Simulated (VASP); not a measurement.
# Ti: single point with PBEsol

Crystal: Ti.

```
Ti
1.0
     0.00000    2.12932    2.07862
     2.12932    0.00000    2.07862
     2.12932    2.12932    0.00000
Ti
1
Direct
  0.00000 0.00000 0.00000
```

This cell differs from its parent crystal: strain +0.050 along x and y, +0.025 along z.

```
Program             : VASP 6.6.1
Task                : single point
Functional          : PBEsol
Potentials or basis : VASP PAW PBE potentials, release 64 (Ti_sv)
Cutoff              : 520 eV
k mesh              : 26 × 26 × 26
Occupations         : gaussian, width 0.15 eV
Spin                : no spin polarisation
```

```json
{
  "Pressure": "-11.4 GPa",
  "Band gap on the k mesh": "zero (band 6 reaches 8.05 eV, above the bottom of band 7 at 6.78 eV)"
}
```

Stress tensor (GPa, compression positive):
```
-11.65   0.00   0.00
  0.00 -11.65   0.00
  0.00   0.00 -10.86
```

Levels at points of the mesh, in eV from the Fermi level:
| k point | band 4 | band 5 | band 6 | band 7 | band 8 | band 9 |
| --- | --- | --- | --- | --- | --- | --- |
| (0.00, 0.00, 0.00) | -32.66 | -5.89 | 0.77 | 0.77 | 0.94 | 2.17 |
| (0.50, 0.00, 0.00) | -32.72 | -2.41 | 0.48 | 0.62 | 0.82 | 3.19 |
| (0.50, 0.50, 0.00) | -32.86 | -2.30 | -1.53 | 2.79 | 3.21 | 3.49 |
| (0.50, 0.00, 0.50) | -32.83 | -2.32 | -1.48 | 2.37 | 3.22 | 3.42 |

It took 3 min on 1 thread of Intel(R) Xeon(R) 6975P-C (Granite Rapids) (shared host), peak memory 0.4 GiB.

Caveat: the cell differs from its parent crystal (strain +0.050 along x and y, +0.025 along z); the PAW data sets were made with another functional, which shifts forces and pressure a little.
